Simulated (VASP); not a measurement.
## Sr6MgAg: single point with PBE

Sr6MgAg:

```
CELL_PARAMETERS angstrom
5.51995 3.18694 3.74902
-5.51995 3.18694 3.74902
0.00000 -6.37388 3.74902
ATOMIC_POSITIONS crystal
Sr 0.16215 0.83785 0.50000
Sr 0.50000 0.16215 0.83785
Sr 0.83785 0.50000 0.16215
Sr 0.83785 0.16215 0.50000
Sr 0.50000 0.83785 0.16215
Sr 0.16215 0.50000 0.83785
Mg 0.50000 0.50000 0.50000
Ag 0.00000 0.00000 0.00000
```

The cell was generated, and may not be a known phase.

```json
{"Program": "VASP 6.6.1", "Task": "single point", "Functional": "PBE", "Potentials or basis": "VASP PAW PBE potentials, release 64 (Sr_sv, Mg, Ag)", "Cutoff": "520 eV", "k mesh": "6 × 6 × 6", "Occupations": "gaussian, width 0.1 eV", "Spin": "no spin polarisation", "Dipole correction": "no", "Further INCAR settings": "ALGO = Fast; EDIFF = 1e-06; NBANDS = 46"}
```

* Pressure: 0.0 GPa
* Band gap on the k mesh: zero (an odd number of electrons rules out a gap without spin polarisation)

Forces in eV/Å, atoms in the order of the input:
```
Sr   0.002  0.000  0.000
Sr  -0.001  0.002  0.000
Sr  -0.001 -0.002  0.000
Sr  -0.002  0.000  0.000
Sr   0.001 -0.002  0.000
Sr   0.001  0.002  0.000
Mg   0.000  0.000  0.000
Ag   0.000  0.000  0.000
```

Levels at points of the mesh, in eV from the Fermi level:
| k point | band 35 | band 36 | band 37 | band 38 | band 39 | band 40 |
| --- | --- | --- | --- | --- | --- | --- |
| (0.00, 0.00, 0.00) | -0.45 | -0.45 | -0.01 | 0.10 | 0.10 | 0.59 |
| (0.50, 0.00, 0.00) | -0.40 | -0.33 | -0.12 | 0.15 | 0.23 | 0.55 |
| (0.50, 0.50, 0.00) | -0.26 | -0.08 | -0.07 | 0.14 | 0.30 | 0.70 |
| (0.50, 0.50, 0.50) | -1.47 | -0.85 | -0.27 | 0.39 | 0.39 | 0.75 |

Wall time 23 min on 1 thread of Intel(R) Xeon(R) Platinum 8259CL CPU @ 2.50GHz (Skylake/Cascade Lake), with other jobs on the host, peak memory 0.79 GiB.
